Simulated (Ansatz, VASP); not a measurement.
WC in VASP and in Ansatz

The input INCAR:

```
ALGO = Normal
EDIFF = 1E-6
ENCUT = 520
GGA = PS
ISIF = 2
ISMEAR = 0
LASPH = True
LCHARG = False
LREAL = False
LWAVE = False
NBANDS = 16
NELM = 80
PREC = Accurate
SIGMA = 0.15
```

File KPOINTS:

```
k-points
0
Gamma
  18 18 18
```

The input POSCAR:

```
WC
1.0
    0.0000000000      2.0172692800      2.3680987200
    2.0172692800      0.0000000000      2.3680987200
    2.0172692800      2.0172692800      0.0000000000
W C
1 1
Direct
    0.0000000000      0.0000000000      0.0000000000
    0.5000000000      0.5000000000      0.5000000000
```

Input for Ansatz:

```yaml
crystal:
  lattice:
    - [0.0, 2.01726928, 2.36809872]
    - [2.01726928, 0.0, 2.36809872]
    - [2.01726928, 2.01726928, 0.0]
  atoms:
    - { symbol: W, position: [0.0, 0.0, 0.0] }
    - { symbol: C, position: [0.5, 0.5, 0.5] }
basis:
  ecutwfc: 420
kpoints:
  mp_grid: { grid: [18, 18, 18] }
hamiltonian:
  xc: pbesol
scf:
  occupations: { method: gaussian, width: 0.15 }
output:
  forces: true
  stress: true
  eigenvalues: true
```

Change from the starting cell: strain -0.080 along x and y, +0.080 along z, atoms carried along.

Alike in both runs: task single point; functional PBEsol; k mesh 18 × 18 × 18; occupations gaussian, width 0.15 eV; no spin polarisation.

|  | VASP | Ansatz |
| --- | --- | --- |
| version | VASP 6.6.1 | Ansatz 0.2.0 |
| potentials or method | VASP PAW PBE potentials, release 64 (W_sv, C), cutoff 520 eV | scalar-relativistic, plane waves, PAW |
| valence electrons in the cell | 18 | 18 |

|  | VASP | Ansatz | Ansatz less VASP |
| --- | --- | --- | --- |
| gap on the k mesh at the Fermi level (eV) | none | none | - |
| pressure (GPa) | 52.6 | 50.9 | -1.64 |
| traceless stress, the component that is largest in VASP (GPa) | -70.30 | -69.69 | +0.602 |

VASP's potentials were made for PBE, not for PBEsol. A gap of «none» marks a metal or a gap that the smearing closes. Both programs put the cell under a high pressure, so it lies far from rest at this level.

Neither program's run includes spin-orbit coupling.
